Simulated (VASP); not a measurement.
# SbO5 (P-6m2) in VASP: a series of runs

Runs on SbO5. Level: PBE. Tasks: single point, relaxation of cell and atoms.

Everything below comes from runs of VASP 6.6.1. Logs are shortened: lines on timing, memory, paths and dates and some standing lists are left out, and cuts for length are marked.

**1. The cell of the first run**

The structure is hexagonal, space group P-6m2 (No. 187). Conventional cell: a = 3.315 Å, b = 3.315 Å, c = 10.148 Å, α = 90.00°, β = 90.00°, γ = 120.00°. Within 3.0 Å of Sb (site symmetry -6m2) lie 6 O at 2.26 Å. Within 3.0 Å of O (site symmetry 3m) lie 3 Sb at 2.26 Å and 1 O at 2.41 Å. Within 1.7 Å of O (site symmetry 3m) lie 1 O at 1.29 Å. Within 2.7 Å of O (site symmetry -6m2) lie 6 O at 2.02 Å.

The cell was generated, and may not be a known phase.

**2. Single point, PBE**

The input, INCAR:

```
ALGO = Normal
EDIFF = 1E-6
ENCUT = 700
GGA = PE
GGA_COMPAT = F
ISIF = 2
ISMEAR = 0
LASPH = T
LCHARG = F
LREAL = F
LWAVE = F
NBANDS = 32
NELM = 120
PREC = Accurate
SIGMA = 0.1
```

The input, KPOINTS:

```
k-points
0
Gamma
  6 6 2
```

The input, POSCAR:

```
SbO5
1.0
    3.3154850175      0.0000000037      0.0000000000
   -1.6577425120      2.8712942491      0.0000000000
    0.0000000000      0.0000000000     10.1479550693
Sb O
1 5
Direct
    0.0000000000      0.0000000000      0.0000000000
    0.6666666667      0.3333333333      0.8811203682
    0.0000000000      0.0000000000      0.5635515476
    0.6666666667      0.3333333333      0.5000000000
    0.0000000000      0.0000000000      0.4364484524
    0.6666666667      0.3333333333      0.1188796318
```

Potentials or basis: VASP PAW PBE potentials, release 64 (Sb_d_GW, O).

Started as:

```console
> cat potpaw_PBE.64/Sb_d_GW/POTCAR potpaw_PBE.64/O/POTCAR > POTCAR
> mpirun -np 1 vasp_std > vasp.out
```

OUTCAR:

```text
EDIFF = 1E-6
   ENCUT = 700
   GGA = PE
   ISIF = 2
   ISMEAR = 0
   LASPH = T
   LREAL = F
   NELM = 120
   PREC = Accurate

 ion  position               nearest neighbor table
   1  0.000  0.000  0.000-   2 2.26   6 2.26   2 2.26   6 2.26   2 2.26   6 2.26
   2  0.667  0.333  0.881-   1 2.26   1 2.26   1 2.26
   3  0.000  0.000  0.564-   5 1.29
   4  0.667  0.333  0.500-
   5  0.000  0.000  0.436-   3 1.29
   6  0.667  0.333  0.119-   1 2.26   1 2.26   1 2.26

  LATTYP: Found a hexagonal cell.
 ALAT       =     3.3154850175
 C/A-ratio  =     3.0607754267

  Lattice vectors:

 A1 = (   3.3154850175,   0.0000000037,   0.0000000000)
 A2 = (  -1.6577425120,   2.8712942491,   0.0000000000)
 A3 = (   0.0000000000,   0.0000000000,  10.1479550693)

Analysis of symmetry for initial positions (statically):
=====================================================================
 Subroutine PRICEL returns:
 Original cell was already a primitive cell.

 Routine SETGRP: Setting up the symmetry group for a
 hexagonal supercell.

 Subroutine GETGRP returns: Found 12 space group operations
 (whereof 12 operations were pure point group operations)
 out of a pool of 24 trial point group operations.

The static configuration has the point symmetry D_3h.

Analysis of symmetry for dynamics (positions and initial velocities):
=====================================================================
 Subroutine PRICEL returns:
 Original cell was already a primitive cell.

 Routine SETGRP: Setting up the symmetry group for a
 hexagonal supercell.

 Subroutine GETGRP returns: Found 12 space group operations
 (whereof 12 operations were pure point group operations)
 out of a pool of 24 trial point group operations.

The dynamic configuration has the point symmetry D_3h.

 Subroutine INISYM returns: Found 12 space group operations
 (whereof 12 operations are pure point group operations),
 and found     1 'primitive' translations

----------------------------------------------------------------------------------------

                                     Primitive cell

  volume of cell :      96.6058

  direct lattice vectors                    reciprocal lattice vectors
     3.315485017  0.000000004  0.000000000     0.301614996  0.174137499  0.000000000
    -1.657742512  2.871294249  0.000000000    -0.000000000  0.348274998  0.000000000
     0.000000000  0.000000000 10.147955069     0.000000000  0.000000000  0.098542021

  length of vectors
     3.315485017  3.315485017 10.147955069     0.348274998  0.348274998  0.098542021

  position of ions in fractional coordinates (direct lattice)
     0.000000000  0.000000000  0.000000000
     0.666666667  0.333333333  0.881120368
     0.000000000  0.000000000  0.563551548
     0.666666667  0.333333333  0.500000000
     0.000000000  0.000000000  0.436448452
     0.666666667  0.333333333  0.118879632

  ion indices of the primitive-cell ions
   primitive index   ion index
                 1           1
                 2           2
                 3           3
                 4           4
                 5           5
                 6           6

----------------------------------------------------------------------------------------

 KPOINTS: k-points

Automatic generation of k-mesh.
 Grid dimensions read from file:
 generate k-points for:    6    6    2

 Generating k-lattice:

  Cartesian coordinates                     Fractional coordinates (reciprocal lattice)
     0.050269166  0.029022917  0.000000000     0.166666667  0.000000000  0.000000000
    -0.000000000  0.058045833  0.000000000     0.000000000  0.166666667  0.000000000
     0.000000000  0.000000000  0.049271010     0.000000000  0.000000000  0.500000000

  Length of vectors
     0.058045833  0.058045833  0.049271010

  Shift w.r.t. Gamma in fractional coordinates (k-lattice)
     0.000000000  0.000000000  0.000000000

 Subroutine IBZKPT returns following result:
 ===========================================

 Found     14 irreducible k-points:

 Following reciprocal coordinates:
            Coordinates               Weight
  0.000000  0.000000  0.000000      1.000000
  0.166667 -0.000000  0.000000      6.000000
  0.333333 -0.000000  0.000000      6.000000
  0.500000 -0.000000  0.000000      3.000000
  0.166667  0.166667  0.000000      6.000000
  0.333333  0.166667  0.000000     12.000000
  0.333333  0.333333  0.000000      2.000000
  0.000000  0.000000  0.500000      1.000000
  0.166667 -0.000000  0.500000      6.000000
  0.333333 -0.000000  0.500000      6.000000
  0.500000 -0.000000  0.500000      3.000000
  0.166667  0.166667  0.500000      6.000000
  0.333333  0.166667  0.500000     12.000000
  0.333333  0.333333  0.500000      2.000000
   k-points           NKPTS =     14   k-points in BZ     NKDIM =     14   number of bands    NBANDS=     32
   number of dos      NEDOS =    301   number of ions     NIONS =      6
   total plane-waves  NPLWV =  81000
   dimension x,y,z NGX =    30 NGY =   30 NGZ =   90
   dimension x,y,z NGXF=    60 NGYF=   60 NGZF=  180
   ions per type =               1   5
   NGX,Y,Z   is equivalent  to a cutoff of  15.04, 15.04, 14.74 a.u.
   NGXF,Y,Z  is equivalent  to a cutoff of  30.09, 30.09, 29.49 a.u.
 SYSTEM =  unknown system
   PREC   = accura    normal or accurate (medium, high low for compatibility)
   ISTART =      0    job   : 0-new  1-cont  2-samecut
   ICHARG =      2    charge: 1-file 2-atom 10-const
   ISPIN  =      1    spin polarized calculation?
   LNONCOLLINEAR =      F non collinear calculations
   LSORBIT =      F    spin-orbit coupling
   LASPH  =      T    aspherical Exc in radial PAW
   ENCUT  =  700.0 eV  51.45 Ry    7.17 a.u.   7.15  7.15 21.89*2*pi/ulx,y,z
   NELM   =    120;   NELMIN=  2; NELMDL= -5     # of ELM steps
   EDIFF  = 0.1E-05   stopping-criterion for ELM
   LREAL  =      F    real-space projection
   EDIFFG = 0.1E-04   stopping-criterion for IOM
   NSW    =      0    number of steps for IOM
   IBRION =     -1    ionic relax: 0-MD 1-quasi-New 2-CG
   NFREE  =      0    steps in history (QN), initial steepest desc. (CG)
   ISIF   =      2    stress and relaxation
   ISYM   =      2    0-nonsym 1-usesym 2-fastsym
   POTIM  = 0.5000    time-step for ionic-motion
   TEBEG  =    0.0;   TEEND  =   0.0 temperature during run
   PSTRESS=    0.0 pullay stress
   NELECT =      45.0000    total number of electrons
   NUPDOWN=      -1.0000    fix difference up-down
   EMIN   =  10.00;   EMAX   =-10.00  energy-range for DOS
   EFERMI =   0.00;   METHOD = LEGACY
   ISMEAR =     0;   SIGMA  =   0.10  broadening in eV -4-tet -1-fermi 0-gaus
   EFERMI_NEDOS =   21; number of points for ismear=-14 and -15
   IALGO  =     38    algorithm
   IMIX   =      4    mixing-type and parameters
     AMIX     =   0.40;   BMIX     =  1.00
     AMIX_MAG =   1.60;   BMIX_MAG =  1.00
  volume/ion in A,a.u.               =      16.10       108.65
  Fermi-wavevector in a.u.,A,eV,Ry     =   1.269048  2.398152 21.911934  1.610482
  Thomas-Fermi vector in A             =   2.402110
   LORBIT       =      0    0 simple, 1 ext, 2 COOP (PROOUT), +10 PAW based schemes
   GGA     = PE    functional components
   LHFCALC =     F    Hartree Fock is set to
   AEXX    =    0.0000 exact exchange contribution
   IVDW    =     0    specifies the selected vdW correction
   LEPSILON=     F    determine dielectric tensor
   LRPA    =     F    only Hartree local field effects (RPA)
 non-spin polarized calculation
 Gauss-broadening in eV      SIGMA  =   0.10
  energy-cutoff  :      700.00
  volume of cell :       96.61
 maximum number of plane-waves:      4137
 NGX is ok and might be reduce to    30
   NGX = 15   NGY = 15   NGZ = 43

 number of electron      45.0000015 magnetization

 Free energy of the ion-electron system (eV)
  ---------------------------------------------------
  ext. energy  EPLUGINS =         0.00000000
  ---------------------------------------------------
  free energy    TOTEN  =       -25.76119589 eV

  energy without entropy =      -25.72983636  energy(sigma->0) =      -25.74551613

 E-fermi :   0.3800     XC(G=0):  -8.6140

 val. band max:        0.3295408158   @ k =   0.3333  -0.0000   0.0000
 cond. band min:       0.4033005846   @ k =   0.1667   0.1667   0.0000
 fundamental gap:      0.0737597688
 Fermi energy:         0.3800369738

 k-point     1 :       0.0000    0.0000    0.0000
  band No.  band energies     occupation
      1     -29.4685      2.00000
      2     -29.4685      2.00000
      3     -29.4325      2.00000
      4     -29.3697      2.00000
      5     -29.3697      2.00000
      6     -25.0492      2.00000
[... 24 lines left out ...]
     31      10.8304      0.00000
     32      11.0615      0.00000

 k-point     2 :       0.1667   -0.0000    0.0000
  band No.  band energies     occupation
      1     -29.4773      2.00000
      2     -29.4468      2.00000
      3     -29.4174      2.00000
      4     -29.3865      2.00000
      5     -29.3727      2.00000
      6     -24.9542      2.00000
[... 24 lines left out ...]
     31      10.7798      0.00000
     32      11.8610      0.00000

 k-point     3 :       0.3333   -0.0000    0.0000
  band No.  band energies     occupation
      1     -29.4973      2.00000
      2     -29.4197      2.00000
      3     -29.4030      2.00000
      4     -29.3851      2.00000
      5     -29.3788      2.00000
      6     -24.7518      2.00000
[... 24 lines left out ...]
     31      10.4411      0.00000
     32      12.1279      0.00000

 k-point     4 :       0.5000   -0.0000    0.0000
  band No.  band energies     occupation
      1     -29.5076      2.00000
      2     -29.4360      2.00000
      3     -29.3819      2.00000
      4     -29.3810      2.00000
      5     -29.3689      2.00000
      6     -24.6434      2.00000
[... 24 lines left out ...]
     31      10.3742      0.00000
     32      11.7130      0.00000

 k-point     5 :       0.1667    0.1667    0.0000
  band No.  band energies     occupation
      1     -29.4795      2.00000
      2     -29.4318      2.00000
      3     -29.4089      2.00000
      4     -29.3882      2.00000
      5     -29.3799      2.00000
      6     -24.8042      2.00000
[... 24 lines left out ...]
     31      10.5572      0.00000
     32      12.1975      0.00000

 k-point     6 :       0.3333    0.1667    0.0000
  band No.  band energies     occupation
      1     -29.4833      2.00000
      2     -29.4293      2.00000
      3     -29.4040      2.00000
      4     -29.3887      2.00000
      5     -29.3707      2.00000
      6     -24.6442      2.00000
[... 24 lines left out ...]
     31      10.4537      0.00000
     32      11.7755      0.00000

 k-point     7 :       0.3333    0.3333    0.0000
  band No.  band energies     occupation
      1     -29.4522      2.00000
      2     -29.4280      2.00000
      3     -29.4180      2.00000
      4     -29.3997      2.00000
      5     -29.3746      2.00000
      6     -24.5890      2.00000
[... 24 lines left out ...]
     31      10.9466      0.00000
     32      10.9578      0.00000

 k-point     8 :       0.0000    0.0000    0.5000
  band No.  band energies     occupation
      1     -29.4685      2.00000
      2     -29.4685      2.00000
      3     -29.4325      2.00000
      4     -29.3697      2.00000
      5     -29.3697      2.00000
      6     -25.0492      2.00000
[... 24 lines left out ...]
     31      10.0423      0.00000
     32      11.2563      0.00000

 k-point     9 :       0.1667   -0.0000    0.5000
  band No.  band energies     occupation
      1     -29.4773      2.00000
      2     -29.4468      2.00000
      3     -29.4174      2.00000
      4     -29.3865      2.00000
      5     -29.3727      2.00000
      6     -24.9542      2.00000
[... 24 lines left out ...]
     31      10.0080      0.00000
     32      12.4475      0.00000

 k-point    10 :       0.3333   -0.0000    0.5000
  band No.  band energies     occupation
      1     -29.4973      2.00000
      2     -29.4197      2.00000
      3     -29.4030      2.00000
      4     -29.3851      2.00000
      5     -29.3788      2.00000
      6     -24.7518      2.00000
[... 24 lines left out ...]
     31      10.2364      0.00000
     32      11.5965      0.00000

 k-point    11 :       0.5000   -0.0000    0.5000
  band No.  band energies     occupation
      1     -29.5076      2.00000
      2     -29.4360      2.00000
      3     -29.3819      2.00000
      4     -29.3810      2.00000
      5     -29.3689      2.00000
      6     -24.6434      2.00000
[... 24 lines left out ...]
     31      10.8929      0.00000
     32      12.0723      0.00000

 k-point    12 :       0.1667    0.1667    0.5000
  band No.  band energies     occupation
      1     -29.4795      2.00000
      2     -29.4318      2.00000
      3     -29.4089      2.00000
      4     -29.3882      2.00000
      5     -29.3799      2.00000
      6     -24.8042      2.00000
[... 24 lines left out ...]
     31      10.3665      0.00000
     32      11.7640      0.00000

 k-point    13 :       0.3333    0.1667    0.5000
  band No.  band energies     occupation
      1     -29.4833      2.00000
      2     -29.4293      2.00000
      3     -29.4040      2.00000
      4     -29.3887      2.00000
      5     -29.3707      2.00000
      6     -24.6441      2.00000
[... 24 lines left out ...]
     31      10.9036      0.00000
     32      11.8700      0.00000

 k-point    14 :       0.3333    0.3333    0.5000
  band No.  band energies     occupation
      1     -29.4522      2.00000
      2     -29.4280      2.00000
      3     -29.4180      2.00000
      4     -29.3997      2.00000
      5     -29.3746      2.00000
      6     -24.5889      2.00000
[... 24 lines left out ...]
     31      11.3401      0.00000
     32      11.3521      0.00000

------------------------ aborting loop because EDIFF is reached ----------------------------------------

  FORCE on cell =-STRESS in cart. coord.  units (eV):
  Direction    XX          YY          ZZ          XY          YZ          ZX
  --------------------------------------------------------------------------------------
  -------------------------------------------------------------------------------------
  Total       -0.0807951     -0.0807951      0.7844592      0.0000000      0.0000000      0.0000000
  in kB       -1.3399620     -1.3399620     13.0100097      0.0000000      0.0000000      0.0000000
  external PRESSURE =       3.4433619 kB  Pullay stress =       0.0000000 kB

 VOLUME and BASIS-vectors are now :
 -----------------------------------------------------------------------------
  energy-cutoff  :      700.00
  volume of cell :       96.61
      direct lattice vectors                 reciprocal lattice vectors
     3.315485017  0.000000004  0.000000000     0.301614996  0.174137499  0.000000000
    -1.657742512  2.871294249  0.000000000    -0.000000000  0.348274998  0.000000000
     0.000000000  0.000000000 10.147955069     0.000000000  0.000000000  0.098542021

 POSITION                                       TOTAL-FORCE (eV/Angst)
 -----------------------------------------------------------------------------------
      0.00000      0.00000      0.00000         0.000000     -0.000000     -0.000000
      1.65774      0.95710      8.94157        -0.000000     -0.000000     -0.018704
      0.00000      0.00000      5.71890        -0.000000      0.000000      0.620607
      1.65774      0.95710      5.07398         0.000000     -0.000000     -0.000000
      0.00000      0.00000      4.42906         0.000000      0.000000     -0.620607
      1.65774      0.95710      1.20639        -0.000000     -0.000000      0.018704
 -----------------------------------------------------------------------------------
    total drift:                               -0.000001      0.000000      0.000000

  FREE ENERGIE OF THE ION-ELECTRON SYSTEM (eV)
  ---------------------------------------------------
  free  energy   TOTEN  =       -25.7611958918 eV

  energy  without entropy=      -25.7298363641  energy(sigma->0) =      -25.74551613
```

It took 1.8 min on 1 thread of Intel Xeon Platinum 8259CL at 2.50GHz (Skylake/Cascade Lake), shared host; peak memory 0.3 GiB.

Results:

- Free energy: -25.7612 eV
- Pressure: 0.3 GPa
- Largest force: 0.621 eV/Å
- Band gap on the k mesh: zero (an odd number of electrons rules out a gap without spin polarisation)

Forces on the atoms (eV/Å):
```
Sb   0.000  0.000  0.000
O    0.000  0.000 -0.019
O    0.000  0.000  0.621
O    0.000  0.000  0.000
O    0.000  0.000 -0.621
O    0.000  0.000  0.019
```

Stress tensor (GPa, compression positive):
```
-0.13  0.00  0.00
 0.00 -0.13  0.00
 0.00  0.00  1.30
```

Caveat: the k points lie up to 0.36 Å⁻¹ apart, too coarse for converged energies and pressures of a metal; spin-orbit coupling is left out, which moves the levels of the heavy elements; an odd number of electrons without spin polarisation forces a metal; a magnetic or distorted state may lie lower.

(Part 1 of 2 ends here.)

The gap in the log of VASP goes by the Fermi energy; the results here count the filled bands.